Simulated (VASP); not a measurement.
# As in VASP: further runs, part 2 of 2

VASP 6.6.1.

## 4. Single point, PBE

This run uses another cell than the first one, of 158.18 Å³/atom, 0.969 times its volume.

Contents of INCAR:

```
SYSTEM = As
ALGO = Normal
DIPOL = 0.5 0.5 0.500
EDIFF = 1E-6
ENCUT = 520
GGA = PE
GGA_COMPAT = .FALSE.
IDIPOL = 3
ISIF = 2
ISMEAR = 0
LASPH = .TRUE.
LCHARG = .TRUE.
LDIPOL = .TRUE.
LELF = .TRUE.
LREAL = .FALSE.
LVACPOTAV = .TRUE.
LVHAR = .TRUE.
LWAVE = .FALSE.
NBANDS = 22
NELM = 120
NELMDL = -8
PREC = Accurate
SIGMA = 0.02
```

Contents of KPOINTS:

```
k-points
0
G
  9 9 1
  0 0 0
```

Contents of POSCAR:

```
As
1.0
    3.6120000000      0.0000000000      0.0000000000
   -1.8060000000      3.1280837585      0.0000000000
    0.0000000000      0.0000000000     28.0000000000
As
2
Direct
    0.3333333333      0.6666666667      0.5212857143
    0.6666666667      0.3333333333      0.4787142857
```

Potentials or basis: VASP PAW PBE potentials, release 64 (As_d).

Started as:

```
$ cat potpaw_PBE.64/As_d/POTCAR > POTCAR
$ mpirun -np 1 vasp_std > vasp.out
```

OUTCAR:

```text
SYSTEM = As
   EDIFF = 1E-6
   ENCUT = 520
   GGA = PE
   ISIF = 2
   ISMEAR = 0
   LASPH = .TRUE.
   LREAL = .FALSE.
   NELM = 120
   NELMDL = -8
   PREC = Accurate

 ion  position               nearest neighbor table
   1  0.333  0.667  0.521-   2 2.40   2 2.40   2 2.40
   2  0.667  0.333  0.479-   1 2.40   1 2.40   1 2.40

  LATTYP: Found a hexagonal cell.
 ALAT       =     3.6120000000
 C/A-ratio  =     7.7519379845

  Lattice vectors:

 A1 = (   3.6120000000,   0.0000000000,   0.0000000000)
 A2 = (  -1.8060000000,   3.1280837585,   0.0000000000)
 A3 = (   0.0000000000,   0.0000000000,  28.0000000000)

Analysis of symmetry for initial positions (statically):
=====================================================================
 Subroutine PRICEL returns:
 Original cell was already a primitive cell.

 Routine SETGRP: Setting up the symmetry group for a
 hexagonal supercell.

 Subroutine GETGRP returns: Found 12 space group operations
 (whereof 12 operations were pure point group operations)
 out of a pool of 24 trial point group operations.

The static configuration has the point symmetry D_3d.

Analysis of symmetry for dynamics (positions and initial velocities):
=====================================================================
 Subroutine PRICEL returns:
 Original cell was already a primitive cell.

 Routine SETGRP: Setting up the symmetry group for a
 hexagonal supercell.

 Subroutine GETGRP returns: Found 12 space group operations
 (whereof 12 operations were pure point group operations)
 out of a pool of 24 trial point group operations.

The dynamic configuration has the point symmetry D_3d.

 Subroutine INISYM returns: Found 12 space group operations
 (whereof 12 operations are pure point group operations),
 and found     1 'primitive' translations

----------------------------------------------------------------------------------------

                                     Primitive cell

  volume of cell :     316.3619

[... 97 lines left out ...]
  Fermi-wavevector in a.u.,A,eV,Ry     =   0.746541  1.410759  7.582853  0.557324
  Thomas-Fermi vector in A             =   1.842387
   LORBIT       =      0    0 simple, 1 ext, 2 COOP (PROOUT), +10 PAW based schemes
   GGA     = PE    functional components
   LHFCALC =     F    Hartree Fock is set to
   AEXX    =    0.0000 exact exchange contribution
   IVDW    =     0    specifies the selected vdW correction
   LEPSILON=     F    determine dielectric tensor
   LRPA    =     F    only Hartree local field effects (RPA)
 non-spin polarized calculation
 Gauss-broadening in eV      SIGMA  =   0.02
  energy-cutoff  :      520.00
  volume of cell :      316.36
 maximum number of plane-waves:      8565
 NGX is ok and might be reduce to    28
   NGX = 13   NGY = 13   NGZ =105

 dipolmoment           0.000000      0.000000      0.000000 electrons x Angstroem

 number of electron      30.0000001 magnetization

 dipolmoment           0.000000      0.000000     -0.000000 electrons x Angstroem

 Free energy of the ion-electron system (eV)
  ---------------------------------------------------
  ext. energy  EPLUGINS =         0.00000000
  ---------------------------------------------------
  free energy    TOTEN  =        -9.09585995 eV

  energy without entropy =       -9.09585995  energy(sigma->0) =       -9.09585995

 E-fermi :  -4.0894     XC(G=0):  -1.9439

 val. band max:       -4.2930647152   @ k =   0.1111   0.1111   0.0000
 cond. band min:      -3.2503306851   @ k =   0.0000   0.0000   0.0000
 fundamental gap:      1.0427340300
 Fermi energy:        -4.0894350795

 k-point     1 :       0.0000    0.0000    0.0000
  band No.  band energies     occupation
      1     -39.7586      2.00000
      2     -39.7586      2.00000
      3     -39.7014      2.00000
      4     -39.7014      2.00000
      5     -39.6163      2.00000
      6     -39.5876      2.00000
[... 289 lines left out ...]
     21       3.9738      0.00000
     22       4.9459      0.00000

------------------------ aborting loop because EDIFF is reached ----------------------------------------

  FORCE on cell =-STRESS in cart. coord.  units (eV):
  Direction    XX          YY          ZZ          XY          YZ          ZX
  --------------------------------------------------------------------------------------
  -------------------------------------------------------------------------------------
  Total        1.5872431      1.5872431      3.1950501      0.0000000      0.0000000      0.0000000
  in kB        8.0384049      8.0384049     16.1809534      0.0000000      0.0000000      0.0000000
  external PRESSURE =      10.7525878 kB  Pullay stress =       0.0000000 kB

 VOLUME and BASIS-vectors are now :
 -----------------------------------------------------------------------------
  energy-cutoff  :      520.00
  volume of cell :      316.36
      direct lattice vectors                 reciprocal lattice vectors
     3.612000000  0.000000000  0.000000000     0.276854928  0.159842267  0.000000000
    -1.806000000  3.128083758  0.000000000     0.000000000  0.319684534  0.000000000
     0.000000000  0.000000000 28.000000000     0.000000000  0.000000000  0.035714286

 POSITION                                       TOTAL-FORCE (eV/Angst)
 -----------------------------------------------------------------------------------
     -0.00000      2.08539     14.59600        -0.000000      0.000000      2.685747
      1.80600      1.04269     13.40400         0.000000     -0.000000     -2.685747
 -----------------------------------------------------------------------------------
    total drift:                                0.000000     -0.000000     -0.000000

  FREE ENERGIE OF THE ION-ELECTRON SYSTEM (eV)
  ---------------------------------------------------
  free  energy   TOTEN  =        -9.0958599538 eV

  energy  without entropy=       -9.0958599538  energy(sigma->0) =       -9.09585995

 vacuum level on the upper side and lower side of the slab         1.156         1.156
```

OSZICAR:

```text
N       E                     dE             d eps       ncg     rms          rms(c)
DAV:   1     0.231702635385E+03    0.23170E+03   -0.16216E+04   654   0.297E+03
DAV:   2     0.305626595599E+02   -0.20114E+03   -0.18741E+03   596   0.664E+02
DAV:   3    -0.661969556866E+01   -0.37182E+02   -0.36977E+02   792   0.150E+02
[... 14 lines left out ...]
DAV:  18    -0.909584901645E+01   -0.11190E-04   -0.11889E-06   480   0.808E-03    0.822E-04
DAV:  19    -0.909585436229E+01   -0.53458E-05   -0.33316E-07   456   0.885E-03    0.658E-04
DAV:  20    -0.909585677341E+01   -0.24111E-05   -0.65670E-08   408   0.480E-03    0.413E-04
DAV:  21    -0.909585938860E+01   -0.26152E-05   -0.93774E-08   430   0.385E-03    0.229E-04
DAV:  22    -0.909585995380E+01   -0.56520E-06   -0.39764E-08   416   0.279E-03
   1 F= -.90958600E+01 E0= -.90958600E+01  d E =-.798066E-48
```

Wall time 2.2 min (1 thread of Intel Xeon Platinum 8488C (Sapphire Rapids), shared host); peak memory 0.4 GiB.

What came out:

- Free energy: -9.0959 eV
- Largest force: 2.686 eV/Å
- Band gap on the k mesh: 1.04 eV, indirect (least direct gap 1.14 eV)

Forces on the atoms (eV/Å):
```
As   0.000  0.000  2.686
As   0.000  0.000 -2.686
```

Levels at points of the mesh, in eV from the valence-band top:
| k point | band 13 | band 14 | band 15 | band 16 | band 17 | band 18 |
| --- | --- | --- | --- | --- | --- | --- |
| (0.00, 0.00, 0.00) | -1.05 | -1.05 | -0.10 | 1.04 | 3.09 | 3.09 |

## 5. Summary

```csv
potentials or basis,cell,second run,gap on the mesh (eV),largest force (eV/Å)
"VASP PAW PBE potentials, release 64 (As)","a = 3.670, b = 3.670, c = 28.000 Å, angles 90.0, 90.0, 120.0°, 2 atoms",-,1.34,1.26
"VASP PAW PBE potentials, release 64 (As_d)","a = 3.555, b = 3.555, c = 28.000 Å, angles 90.0, 90.0, 120.0°, 2 atoms",valence_matched,1.39,3.04
"VASP PAW PBE potentials, release 64 (As_d)","a = 3.612, b = 3.612, c = 28.000 Å, angles 90.0, 90.0, 120.0°, 2 atoms",valence_matched,1.04,2.69
```

Alike in all rows: task single point; level PBE; no spin polarisation; k mesh 9 × 9 × 1; cutoff (eV) 520; smearing gaussian 0.02 eV.

Total energies depend on the potentials used, so only differences within one code and one set of settings carry meaning.
